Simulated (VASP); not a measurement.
# BAs (F-43m) in VASP: notebook

The runs below take BAs through single point, with PBEsol.

All numbers are computed with VASP 6.6.1; they aren't measurements. Logs are shortened: lines on timing, memory, paths and dates and some standing lists are left out, and cuts for length are marked.

### 1 The cell of the first run

Symmetry: F-43m, No. 216, cubic system. The conventional cell has a = 4.860 Å, b = 4.860 Å, c = 4.860 Å, α = 90.00°, β = 90.00°, γ = 90.00°. B (site symmetry -43m) has 4 As at 2.10 Å within 2.8 Å. As (site symmetry -43m) has 4 B at 2.10 Å within 2.8 Å.

### 2 Single point, PBEsol

The input, INCAR:

```
SYSTEM = BAs
PREC = Accurate
ENCUT = 520
EDIFF = 1E-6
ISMEAR = 0
SIGMA = 0.01
LREAL = .False.
LASPH = .True.
NELM = 100
ALGO = Normal
ISIF = 2
LWAVE = .False.
LCHARG = .False.
GGA = PS
NBANDS = 11
```

The input, KPOINTS:

```
regular mesh
0
Gamma
  6 6 6
  0 0 0
```

The input, POSCAR:

```
BAs
1.0
    0.0000000000      2.4302289398      2.4302289398
    2.4302289398      0.0000000000      2.4302289398
    2.4302289398      2.4302289398      0.0000000000
B As
1 1
Direct
    0.0000000000      0.0000000000      0.0000000000
    0.2500000000      0.2500000000      0.2500000000
```

Potentials or basis: VASP PAW PBE potentials, release 64 (B, As).

Run with:

```bash
cat potpaw_PBE.64/B/POTCAR potpaw_PBE.64/As/POTCAR > POTCAR
mpirun -np 1 vasp_std > vasp.out
```

OUTCAR:

```text
SYSTEM = BAs
   PREC = Accurate
   ENCUT = 520
   EDIFF = 1E-6
   ISMEAR = 0
   LREAL = .False.
   LASPH = .True.
   NELM = 100
   ISIF = 2
   GGA = PS

 ion  position               nearest neighbor table
   1  0.000  0.000  0.000-   2 2.10   2 2.10   2 2.10   2 2.10
   2  0.250  0.250  0.250-   1 2.10   1 2.10   1 2.10   1 2.10

  LATTYP: Found a face centered cubic cell.
 ALAT       =     4.8604578796

  Lattice vectors:

 A1 = (   0.0000000000,   2.4302289398,   2.4302289398)
 A2 = (   2.4302289398,   0.0000000000,   2.4302289398)
 A3 = (   2.4302289398,   2.4302289398,   0.0000000000)

Analysis of symmetry for initial positions (statically):
=====================================================================
 Subroutine PRICEL returns:
 Original cell was already a primitive cell.

 Routine SETGRP: Setting up the symmetry group for a
 face centered cubic supercell.

 Subroutine GETGRP returns: Found 24 space group operations
 (whereof 24 operations were pure point group operations)
 out of a pool of 48 trial point group operations.

The static configuration has the point symmetry T_d .

Analysis of symmetry for dynamics (positions and initial velocities):
=====================================================================
 Subroutine PRICEL returns:
 Original cell was already a primitive cell.

 Routine SETGRP: Setting up the symmetry group for a
 face centered cubic supercell.

 Subroutine GETGRP returns: Found 24 space group operations
 (whereof 24 operations were pure point group operations)
 out of a pool of 48 trial point group operations.

The dynamic configuration has the point symmetry T_d .

 Subroutine INISYM returns: Found 24 space group operations
 (whereof 24 operations are pure point group operations),
 and found     1 'primitive' translations

----------------------------------------------------------------------------------------

                                     Primitive cell

  volume of cell :      28.7059

  direct lattice vectors                    reciprocal lattice vectors
     0.000000000  2.430228940  2.430228940    -0.205741933  0.205741933  0.205741933
     2.430228940  0.000000000  2.430228940     0.205741933 -0.205741933  0.205741933
     2.430228940  2.430228940  0.000000000     0.205741933  0.205741933 -0.205741933

  length of vectors
     3.436862726  3.436862726  3.436862726     0.356355481  0.356355481  0.356355481

[... 78 lines left out ...]
   ISYM   =      2    0-nonsym 1-usesym 2-fastsym
   POTIM  = 0.5000    time-step for ionic-motion
   TEBEG  =    0.0;   TEEND  =   0.0 temperature during run
   PSTRESS=    0.0 pullay stress
   NELECT =       8.0000    total number of electrons
   NUPDOWN=      -1.0000    fix difference up-down
   EMIN   =  10.00;   EMAX   =-10.00  energy-range for DOS
   EFERMI =   0.00;   METHOD = LEGACY
   ISMEAR =     0;   SIGMA  =   0.01  broadening in eV -4-tet -1-fermi 0-gaus
   EFERMI_NEDOS =   21; number of points for ismear=-14 and -15
   IALGO  =     38    algorithm
   IMIX   =      4    mixing-type and parameters
     AMIX     =   0.40;   BMIX     =  1.00
     AMIX_MAG =   1.60;   BMIX_MAG =  1.00
  volume/ion in A,a.u.               =      14.35        96.86
  Fermi-wavevector in a.u.,A,eV,Ry     =   1.069336  2.020753 15.557991  1.143480
  Thomas-Fermi vector in A             =   2.205012
   LORBIT       =      0    0 simple, 1 ext, 2 COOP (PROOUT), +10 PAW based schemes
   GGA     = PS    functional components
   LHFCALC =     F    Hartree Fock is set to
   AEXX    =    0.0000 exact exchange contribution
   IVDW    =     0    specifies the selected vdW correction
   LEPSILON=     F    determine dielectric tensor
   LRPA    =     F    only Hartree local field effects (RPA)
 non-spin polarized calculation
 Gauss-broadening in eV      SIGMA  =   0.01
  energy-cutoff  :      520.00
  volume of cell :       28.71
 maximum number of plane-waves:       786
 NGX is ok and might be reduce to    28
   NGX = 13   NGY = 13   NGZ = 13

 number of electron       7.9999999 magnetization

 Free energy of the ion-electron system (eV)
  ---------------------------------------------------
  ext. energy  EPLUGINS =         0.00000000
  ---------------------------------------------------
  free energy    TOTEN  =       -12.15414023 eV

  energy without entropy =      -12.15414023  energy(sigma->0) =      -12.15414023

 E-fermi :   5.6118     XC(G=0): -10.5089

 val. band max:        5.4900659373   @ k =   0.0000   0.0000   0.0000
 cond. band min:       6.7111707015   @ k =   0.3333   0.3333   0.0000
 fundamental gap:      1.2211047641
 Fermi energy:         5.6117563517

 k-point     1 :       0.0000    0.0000    0.0000
  band No.  band energies     occupation
      1      -9.4848      2.00000
      2       5.4901      2.00000
      3       5.4901      2.00000
      4       5.4901      2.00000
      5       8.6647      0.00000
      6       8.6647      0.00000
      7       8.6647      0.00000
      8       9.5235      0.00000
      9      14.5869      0.00000
     10      18.2063      0.00000
     11      18.2063      0.00000
[... 197 lines left out ...]
 k-point    16 :      -0.3333    0.5000    0.1667
  band No.  band energies     occupation
      1      -5.4536      2.00000
      2      -2.4574      2.00000
      3       0.5688      2.00000
      4       0.7603      2.00000
      5       9.1633      0.00000
      6       9.2882      0.00000
      7      13.7725      0.00000
      8      13.9887      0.00000
      9      17.3226      0.00000
     10      20.4364      0.00000
     11      20.8704      0.00000

------------------------ aborting loop because EDIFF is reached ----------------------------------------

  FORCE on cell =-STRESS in cart. coord.  units (eV):
  Direction    XX          YY          ZZ          XY          YZ          ZX
  --------------------------------------------------------------------------------------
  -------------------------------------------------------------------------------------
  Total       -1.1656805     -1.1656805     -1.1656805      0.0000000      0.0000000     -0.0000000
  in kB      -65.0606726    -65.0606726    -65.0606726      0.0000000      0.0000000     -0.0000000
  external PRESSURE =     -65.0606726 kB  Pullay stress =       0.0000000 kB

 VOLUME and BASIS-vectors are now :
 -----------------------------------------------------------------------------
  energy-cutoff  :      520.00
  volume of cell :       28.71
      direct lattice vectors                 reciprocal lattice vectors
     0.000000000  2.430228940  2.430228940    -0.205741933  0.205741933  0.205741933
     2.430228940  0.000000000  2.430228940     0.205741933 -0.205741933  0.205741933
     2.430228940  2.430228940  0.000000000     0.205741933  0.205741933 -0.205741933

 POSITION                                       TOTAL-FORCE (eV/Angst)
 -----------------------------------------------------------------------------------
      0.00000      0.00000      0.00000         0.000000      0.000000     -0.000000
      1.21511      1.21511      1.21511        -0.000000     -0.000000      0.000000
 -----------------------------------------------------------------------------------
    total drift:                               -0.000000     -0.000000     -0.000000

  FREE ENERGIE OF THE ION-ELECTRON SYSTEM (eV)
  ---------------------------------------------------
  free  energy   TOTEN  =       -12.1541402319 eV

  energy  without entropy=      -12.1541402319  energy(sigma->0) =      -12.15414023
```

OSZICAR:

```text
N       E                     dE             d eps       ncg     rms          rms(c)
DAV:   1     0.109900367510E+02    0.10990E+02   -0.36842E+03   352   0.639E+02
DAV:   2    -0.120052712525E+02   -0.22995E+02   -0.22029E+02   465   0.991E+01
DAV:   3    -0.126723272017E+02   -0.66706E+00   -0.66597E+00   444   0.162E+01
DAV:   4    -0.126739576761E+02   -0.16305E-02   -0.16304E-02   385   0.966E-01
DAV:   5    -0.126739604685E+02   -0.27923E-05   -0.27926E-05   425   0.419E-02    0.448E+00
DAV:   6    -0.122203108582E+02    0.45365E+00   -0.12076E+00   373   0.426E+00    0.223E+00
DAV:   7    -0.121625320837E+02    0.57779E-01   -0.14721E-01   403   0.187E+00    0.889E-01
DAV:   8    -0.121539341512E+02    0.85979E-02   -0.17138E-02   397   0.710E-01    0.862E-02
DAV:   9    -0.121540794420E+02   -0.14529E-03   -0.68931E-04   391   0.151E-01    0.457E-02
DAV:  10    -0.121541375517E+02   -0.58110E-04   -0.87944E-05   382   0.552E-02    0.885E-03
DAV:  11    -0.121541401563E+02   -0.26046E-05   -0.18306E-06   412   0.981E-03    0.780E-03
DAV:  12    -0.121541402319E+02   -0.75609E-07   -0.10638E-06   322   0.529E-03
   1 F= -.12154140E+02 E0= -.12154140E+02  d E =-.381333E-68
```

Wall time 4.2 s (1 thread of Intel Xeon 6975P-C, shared host); peak memory 0.15 GiB.

What came out:

```
Free energy            : -12.1541 eV
Pressure               : -6.5 GPa
Band gap on the k mesh : 1.22 eV, indirect (least direct gap 3.17 eV)
```

Levels at points of the mesh, in eV from the valence-band top:
| k point | band 2 | band 3 | band 4 | band 5 | band 6 | band 7 |
| --- | --- | --- | --- | --- | --- | --- |
| (0.00, 0.00, 0.00) | 0.00 | 0.00 | 0.00 | 3.17 | 3.17 | 3.17 |
| (0.50, 0.00, 0.00) | -8.46 | -1.74 | -1.74 | 2.36 | 4.66 | 4.66 |
| (0.50, 0.50, 0.00) | -8.25 | -3.89 | -3.89 | 1.36 | 1.40 | 10.85 |

Caveat: the PAW data sets were made with another functional, which shifts forces and pressure a little. A k mesh can miss the band edges.

### 3 Single point, PBEsol

This run uses another cell than the first one, of 13.26 Å³/atom, 0.924 times its volume.

The input, INCAR:

```
  ALGO = Normal
  EDIFF = 1E-6
  ENCUT = 600
  GGA = PS
  GGA_COMPAT = False
  ISIF = 2
  ISMEAR = 0
  LASPH = True
  LCHARG = False
  LREAL = False
  LWAVE = False
  NBANDS = 16
  NELM = 120
  PREC = Accurate
  SIGMA = 0.01
```

The input, KPOINTS:

```
k-points
0
Gamma
  6 6 6
```

The input, POSCAR:

```
BAs
1.0
    0.0000000000      2.3670773213      2.3670773213
    2.3670773213      0.0000000000      2.3670773213
    2.3670773213      2.3670773213      0.0000000000
B As
1 1
Direct
    0.0000000000      0.0000000000      0.0000000000
    0.2500000000      0.2500000000      0.2500000000
```

Potentials or basis: VASP PAW PBE potentials, release 64 (B, As_d).

Run with:

```bash
cat potpaw_PBE.64/B/POTCAR potpaw_PBE.64/As_d/POTCAR > POTCAR
mpirun -np 1 vasp_std > vasp.out
```

Run time: 4.7 s. Hardware: 1 thread of Intel Xeon 6975P-C (Granite Rapids), shared host; peak memory 0.15 GiB.

The run converged. Its results:

- Free energy: -12.2273 eV
- Pressure: 3.0 GPa
- Band gap on the k mesh: 1.17 eV, indirect (least direct gap 3.28 eV)

Levels at points of the mesh, in eV from the valence-band top:
```tsv
k point	band 5	band 6	band 7	band 8	band 9	band 10	band 11	band 12	band 13	band 14
(0.00, 0.00, 0.00)	-35.72	-15.69	0.00	0.00	0.00	3.28	3.28	3.28	5.02	9.47
(0.50, 0.00, 0.00)	-35.72	-12.71	-9.02	-1.87	-1.87	2.81	4.77	4.77	8.77	12.77
(0.50, 0.50, 0.00)	-35.71	-11.36	-8.67	-4.21	-4.21	1.29	1.31	11.64	11.64	13.04
```

Caveat: the PAW data sets were made with another functional, which shifts forces and pressure a little.
